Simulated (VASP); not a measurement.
Os:

```
Os
1.0
     2.73410    0.00000    0.00000
    -1.36705    2.36780    0.00000
     0.00000    0.00000    4.31970
Os
2
Direct
  0.33333 0.66667 0.25000
  0.66667 0.33333 0.75000
```

- Program: VASP 6.6.1
- Task: relaxation of volume and atoms at fixed shape
- Functional: LDA
- Potentials or basis: VASP PAW LDA potentials, release 64 (Os)
- Cutoff: 600 eV
- k mesh: 10 × 10 × 6
- Occupations: fermi-dirac, width 0.1 eV
- Spin: no spin polarisation

At the start: pressure -7.4 GPa; volume 13.98 Å³/atom.

Task: How do energy, volume and symmetry change on relaxing?

Result: Over 3 steps the energy falls by 5.6 meV/atom and the volume is 13.75 Å³/atom (-1.6 %); space group P6_3/mmc (No. 194, to 0.1 Å) before and after.

The path:
```tsv
step	energy change (eV)	largest force (eV/Å)	pressure (GPa)	volume (Å³)
1	0.0000	0.0000	-7.45	27.96
2	0.2476	0.0000	43.09	25.42
3	-0.0112	0.0000	-0.30	27.51
```

Final structure:
```
Os
1.0
     2.71916    0.00000    0.00000
    -1.35958    2.35486    0.00000
     0.00000    0.00000    4.29610
Os
2
Direct
  0.33333 0.66667 0.25000
  0.66667 0.33333 0.75000
```
